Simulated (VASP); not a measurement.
# Cu (Fm-3m) in VASP: further runs

The runs below take Cu through single point, with PBE.

All numbers are computed with VASP 6.6.1; they aren't measurements. Logs are shortened: lines on timing, memory, paths and dates and some standing lists are left out, and cuts for length are marked.

## Step 1: The cell of the first run

It takes space group Fm-3m (No. 225, cubic). Conventional cell: a = 3.629 Å, b = 3.629 Å, c = 3.629 Å, α = 90.00°, β = 90.00°, γ = 90.00°. Within 3.4 Å of Cu (site symmetry m-3m) lie 12 Cu at 2.57 Å.

## Step 2: Single point, PBE

Input file INCAR:

```
ALGO = Normal
EDIFF = 1E-7
ENCUT = 520
GGA = PE
ISIF = 2
ISMEAR = 1
LASPH = T
LCHARG = T
LELF = T
LREAL = F
LVHAR = T
LWAVE = F
NBANDS = 12
NELM = 80
PREC = Accurate
SIGMA = 1.0
```

Input file KPOINTS:

```
k-points
0
Gamma
  15 15 15
```

Input file POSCAR:

```
Cu
1.0
    0.0000000000      1.8145751207      1.8145751207
    1.8145751207      0.0000000000      1.8145751207
    1.8145751207      1.8145751207      0.0000000000
Cu
1
Direct
    0.0000000000      0.0000000000      0.0000000000
```

Potentials or basis: VASP PAW PBE potentials, release 64 (Cu).

Launch:

```sh
cat potpaw_PBE.64/Cu/POTCAR > POTCAR
mpirun -np 1 vasp_std > vasp.out
```

OUTCAR:

```text
EDIFF = 1E-7
   ENCUT = 520
   GGA = PE
   ISIF = 2
   ISMEAR = 1
   LASPH = T
   LREAL = F
   NELM = 80
   PREC = Accurate

 ion  position               nearest neighbor table
   1  0.000  0.000  0.000-

  LATTYP: Found a face centered cubic cell.
 ALAT       =     3.6291502414

  Lattice vectors:

 A1 = (   0.0000000000,   1.8145751207,   1.8145751207)
 A2 = (   1.8145751207,   0.0000000000,   1.8145751207)
 A3 = (   1.8145751207,   1.8145751207,   0.0000000000)

Analysis of symmetry for initial positions (statically):
=====================================================================
 Subroutine PRICEL returns:
 Original cell was already a primitive cell.

 Routine SETGRP: Setting up the symmetry group for a
 face centered cubic supercell.

 Subroutine GETGRP returns: Found 48 space group operations
 (whereof 48 operations were pure point group operations)
 out of a pool of 48 trial point group operations.

The static configuration has the point symmetry O_h .

Analysis of symmetry for dynamics (positions and initial velocities):
=====================================================================
 Subroutine PRICEL returns:
 Original cell was already a primitive cell.

 Routine SETGRP: Setting up the symmetry group for a
 face centered cubic supercell.

 Subroutine GETGRP returns: Found 48 space group operations
 (whereof 48 operations were pure point group operations)
 out of a pool of 48 trial point group operations.

The dynamic configuration has the point symmetry O_h .

 Subroutine INISYM returns: Found 48 space group operations
 (whereof 48 operations are pure point group operations),
 and found     1 'primitive' translations

----------------------------------------------------------------------------------------

                                     Primitive cell

  volume of cell :      11.9496

  direct lattice vectors                    reciprocal lattice vectors
     0.000000000  1.814575121  1.814575121    -0.275546597  0.275546597  0.275546597
     1.814575121  0.000000000  1.814575121     0.275546597 -0.275546597  0.275546597
     1.814575121  1.814575121  0.000000000     0.275546597  0.275546597 -0.275546597

  length of vectors
     2.566196746  2.566196746  2.566196746     0.477260706  0.477260706  0.477260706

  position of ions in fractional coordinates (direct lattice)
     0.000000000  0.000000000  0.000000000

  ion indices of the primitive-cell ions
   primitive index   ion index
                 1           1

----------------------------------------------------------------------------------------

 KPOINTS: k-points

Automatic generation of k-mesh.
 Grid dimensions read from file:
 generate k-points for:   15   15   15

 Generating k-lattice:

  Cartesian coordinates                     Fractional coordinates (reciprocal lattice)
    -0.018369773  0.018369773  0.018369773     0.066666667  0.000000000  0.000000000
     0.018369773 -0.018369773  0.018369773     0.000000000  0.066666667  0.000000000
     0.018369773  0.018369773 -0.018369773     0.000000000  0.000000000  0.066666667

  Length of vectors
     0.031817380  0.031817380  0.031817380

  Shift w.r.t. Gamma in fractional coordinates (k-lattice)
     0.000000000  0.000000000  0.000000000

 Subroutine IBZKPT returns following result:
 ===========================================

 Found    120 irreducible k-points:

 Following reciprocal coordinates:
            Coordinates               Weight
  0.000000  0.000000  0.000000      1.000000
  0.066667  0.000000  0.000000      8.000000
  0.133333  0.000000  0.000000      8.000000
  0.200000  0.000000  0.000000      8.000000
  0.266667  0.000000  0.000000      8.000000
  0.333333  0.000000  0.000000      8.000000
[... 16 lines left out ...]
  0.133333  0.133333  0.000000      6.000000
  0.200000  0.133333  0.000000     24.000000
 [... further k-points ...]
   k-points           NKPTS =    120   k-points in BZ     NKDIM =    120   number of bands    NBANDS=     12
   number of dos      NEDOS =    301   number of ions     NIONS =      1
   total plane-waves  NPLWV =   8000
   dimension x,y,z NGX =    20 NGY =   20 NGZ =   20
   dimension x,y,z NGXF=    40 NGYF=   40 NGZF=   40
   ions per type =               1
   NGX,Y,Z   is equivalent  to a cutoff of  12.96, 12.96, 12.96 a.u.
   NGXF,Y,Z  is equivalent  to a cutoff of  25.91, 25.91, 25.91 a.u.
 SYSTEM =  unknown system
   PREC   = accura    normal or accurate (medium, high low for compatibility)
   ISTART =      0    job   : 0-new  1-cont  2-samecut
   ICHARG =      2    charge: 1-file 2-atom 10-const
   ISPIN  =      1    spin polarized calculation?
   LNONCOLLINEAR =      F non collinear calculations
   LSORBIT =      F    spin-orbit coupling
   LASPH  =      T    aspherical Exc in radial PAW
   ENCUT  =  520.0 eV  38.22 Ry    6.18 a.u.   4.77  4.77  4.77*2*pi/ulx,y,z
   NELM   =     80;   NELMIN=  2; NELMDL= -5     # of ELM steps
   EDIFF  = 0.1E-06   stopping-criterion for ELM
   LREAL  =      F    real-space projection
   EDIFFG = 0.1E-05   stopping-criterion for IOM
   NSW    =      0    number of steps for IOM
   IBRION =     -1    ionic relax: 0-MD 1-quasi-New 2-CG
   NFREE  =      0    steps in history (QN), initial steepest desc. (CG)
   ISIF   =      2    stress and relaxation
   ISYM   =      2    0-nonsym 1-usesym 2-fastsym
   POTIM  = 0.5000    time-step for ionic-motion
   TEBEG  =    0.0;   TEEND  =   0.0 temperature during run
   PSTRESS=    0.0 pullay stress
   NELECT =      11.0000    total number of electrons
   NUPDOWN=      -1.0000    fix difference up-down
   EMIN   =  10.00;   EMAX   =-10.00  energy-range for DOS
   EFERMI =   0.00;   METHOD = LEGACY
   ISMEAR =     1;   SIGMA  =   1.00  broadening in eV -4-tet -1-fermi 0-gaus
   EFERMI_NEDOS =   21; number of points for ismear=-14 and -15
   IALGO  =     38    algorithm
   IMIX   =      4    mixing-type and parameters
     AMIX     =   0.40;   BMIX     =  1.00
     AMIX_MAG =   1.60;   BMIX_MAG =  1.00
  volume/ion in A,a.u.               =      11.95        80.64
  Fermi-wavevector in a.u.,A,eV,Ry     =   1.592529  3.009444 34.506411  2.536150
  Thomas-Fermi vector in A             =   2.690900
   LORBIT       =      0    0 simple, 1 ext, 2 COOP (PROOUT), +10 PAW based schemes
   GGA     = PE    functional components
   LHFCALC =     F    Hartree Fock is set to
   AEXX    =    0.0000 exact exchange contribution
   IVDW    =     0    specifies the selected vdW correction
   LEPSILON=     F    determine dielectric tensor
   LRPA    =     F    only Hartree local field effects (RPA)
 non-spin polarized calculation
 Methfessel and Paxton  Order N= 1 SIGMA  =   1.00
  energy-cutoff  :      520.00
  volume of cell :       11.95
 maximum number of plane-waves:       332
   NGX =  9   NGY =  9   NGZ =  9

 number of electron      10.9999998 magnetization

 Free energy of the ion-electron system (eV)
  ---------------------------------------------------
  ext. energy  EPLUGINS =         0.00000000
  ---------------------------------------------------
  free energy    TOTEN  =        -3.71040064 eV

  energy without entropy =       -3.83910217  energy(sigma->0) =       -3.75330115

 E-fermi :   7.2956     XC(G=0): -12.6484

 val. band max:        7.2226829980   @ k =   0.4667   0.3333   0.0667
 cond. band min:       7.4652481827   @ k =   0.4667   0.2000   0.0000
 fundamental gap:      0.2425651848
 Fermi energy:         7.2956268021

 k-point     1 :       0.0000    0.0000    0.0000
  band No.  band energies     occupation
      1      -1.8177      2.00000
      2       4.5183      2.00061
      3       4.5183      2.00061
      4       4.5183      2.00061
      5       5.3302      2.01785
      6       5.3302      2.01785
      7      29.9400      0.00000
      8      32.5004      0.00000
      9      32.5005      0.00000
     10      32.5005      0.00000
     11      34.9959      0.00000
     12      34.9959      0.00000

 k-point     2 :       0.0667    0.0000    0.0000
  band No.  band energies     occupation
      1      -1.6571      2.00000
      2       4.4845      2.00052
      3       4.5483      2.00072
      4       4.5483      2.00072
      5       5.3185      2.01720
      6       5.3185      2.01720
      7      28.9031      0.00000
      8      30.9608      0.00000
      9      32.0119      0.00000
     10      32.0119      0.00000
     11      35.7121      0.00000
     12      35.7121      0.00000

 k-point     3 :       0.1333    0.0000    0.0000
  band No.  band energies     occupation
      1      -1.1833      2.00000
      2       4.3968      2.00033
      3       4.6201      2.00102
      4       4.6201      2.00102
      5       5.3005      2.01624
      6       5.3005      2.01624
      7      25.7032     -0.00000
      8      30.5044      0.00000
      9      31.2089      0.00000
     10      31.2089      0.00000
     11      36.8669      0.00000
     12      37.0518      0.00000

 k-point     4 :       0.2000    0.0000    0.0000
  band No.  band energies     occupation
      1      -0.4247      2.00000
      2       4.2979      2.00019
      3       4.6763      2.00134
      4       4.6763      2.00134
      5       5.3292      2.01779
      6       5.3292      2.01779
      7      22.2780     -0.00000
      8      30.1619      0.00000
      9      30.5085      0.00000
     10      30.5085      0.00000
     11      36.8133      0.00000
     12      36.9201      0.00000

 k-point     5 :       0.2667    0.0000    0.0000
  band No.  band energies     occupation
      1       0.5459      2.00000
      2       4.2723      2.00016
      3       4.6618      2.00125
      4       4.6618      2.00125
      5       5.4499      2.02547
      6       5.4499      2.02547
      7      19.0098     -0.00000
      8      29.6738      0.00000
      9      29.9802      0.00000
     10      29.9802      0.00000
     11      35.3612      0.00000
     12      35.3612      0.00000
[... 228 lines left out ...]
      1      -0.8225      2.00000
      2       4.3201      2.00021
      3       4.6697      2.00130
      4       4.6779      2.00135
      5       5.2047      2.01179
      6       5.3919      2.02155
      7      24.6555     -0.00000
      8      27.4821      0.00000
      9      31.7857      0.00000
     10      33.0528      0.00000
     11      35.1772      0.00000
     12      36.0842      0.00000

 k-point    22 :      -0.0667    0.0667    0.0000
  band No.  band energies     occupation
      1      -1.3922      2.00000
      2       4.4229      2.00037
      3       4.5921      2.00089
      4       4.6053      2.00095
      5       5.2602      2.01423
      6       5.3466      2.01879
      7      27.7158      0.00000
      8      28.7286      0.00000
      9      31.6429      0.00000
     10      33.1042      0.00000
     11      35.2145      0.00000
     12      35.7753      0.00000

 k-point    23 :       0.1333    0.1333    0.0000
  band No.  band energies     occupation
      1      -0.9745      2.00000
      2       4.2794      2.00017
      3       4.7165      2.00161
      4       4.7165      2.00161
      5       5.1212      2.00875
      6       5.4182      2.02328
      7      28.0541      0.00000
      8      28.2607      0.00000
      9      28.2607      0.00000
     10      30.0611      0.00000
     11      34.7746      0.00000
     12      38.6883      0.00000

 k-point    24 :       0.2000    0.1333    0.0000
  band No.  band energies     occupation
      1      -0.4176      2.00000
      2       4.1612      2.00009
      3       4.7847      2.00221
      4       4.8122      2.00249
      5       5.0829      2.00758
      6       5.4676      2.02676
      7      24.9578     -0.00000
      8      27.1987     -0.00000
      9      28.2763      0.00000
     10      30.3951      0.00000
     11      32.9999      0.00000
     12      38.7747      0.00000

 [... further k-points ...]

------------------------ aborting loop because EDIFF is reached ----------------------------------------

  FORCE on cell =-STRESS in cart. coord.  units (eV):
  Direction    XX          YY          ZZ          XY          YZ          ZX
  --------------------------------------------------------------------------------------
  -------------------------------------------------------------------------------------
  Total       -0.0454453     -0.0454453     -0.0454453      0.0000000      0.0000000      0.0000000
  in kB       -6.0931931     -6.0931931     -6.0931931      0.0000000      0.0000000      0.0000000
  external PRESSURE =      -6.0931931 kB  Pullay stress =       0.0000000 kB

 VOLUME and BASIS-vectors are now :
 -----------------------------------------------------------------------------
  energy-cutoff  :      520.00
  volume of cell :       11.95
      direct lattice vectors                 reciprocal lattice vectors
     0.000000000  1.814575121  1.814575121    -0.275546597  0.275546597  0.275546597
     1.814575121  0.000000000  1.814575121     0.275546597 -0.275546597  0.275546597
     1.814575121  1.814575121  0.000000000     0.275546597  0.275546597 -0.275546597

 POSITION                                       TOTAL-FORCE (eV/Angst)
 -----------------------------------------------------------------------------------
      0.00000      0.00000      0.00000         0.000000      0.000000      0.000000
 -----------------------------------------------------------------------------------
    total drift:                               -0.000000     -0.000000     -0.000000

  FREE ENERGIE OF THE ION-ELECTRON SYSTEM (eV)
  ---------------------------------------------------
  free  energy   TOTEN  =        -3.7104006425 eV

  energy  without entropy=       -3.8391021742  energy(sigma->0) =       -3.75330115
```

Run time: 40 s. Hardware: 1 thread of AMD EPYC 7R13, shared host; peak memory 0.1 GiB.

What came out:

```yaml
Free_energy: -3.7104 eV
Pressure: -0.6 GPa
```

## Step 3: Single point, PBE

Input file INCAR:

```
ALGO = Normal
EDIFF = 1E-6
ENCUT = 520
GGA = PE
ISIF = 2
ISMEAR = -1
LASPH = T
LCHARG = F
LREAL = F
LWAVE = F
NBANDS = 12
NELM = 100
PREC = Accurate
SIGMA = 0.1
```

Input file KPOINTS:

```
k-points
0
Gamma
  16 16 16
```

POSCAR is that of step 2.

Potentials or basis: VASP PAW PBE potentials, release 64 (Cu).

Launch:

```sh
cat potpaw_PBE.64/Cu/POTCAR > POTCAR
mpirun -np 1 vasp_std > vasp.out
```

It took 40 s on 1 thread of AMD EPYC 7R13, shared host; peak memory 0.1 GiB.

The run converged. Its results:

- Free energy: -3.7331 eV
- Pressure: 0.7 GPa

Levels at points of the mesh, in eV from the Fermi level:
| k point | band 2 | band 3 | band 4 | band 5 | band 6 | band 7 | band 8 | band 9 | band 10 | band 11 |
| --- | --- | --- | --- | --- | --- | --- | --- | --- | --- | --- |
| (0.00, 0.00, 0.00) | -2.97 | -2.97 | -2.97 | -2.16 | -2.16 | 22.52 | 25.07 | 25.07 | 25.07 | 27.56 |
| (0.50, 0.00, 0.00) | -3.00 | -3.00 | -1.61 | -1.61 | -0.95 | 3.72 | 21.02 | 21.91 | 21.91 | 24.93 |
| (0.50, 0.50, 0.00) | -4.34 | -1.62 | -1.47 | -1.47 | 1.53 | 7.05 | 13.01 | 13.01 | 17.48 | 20.09 |

(Continued in part 2 of 2.)
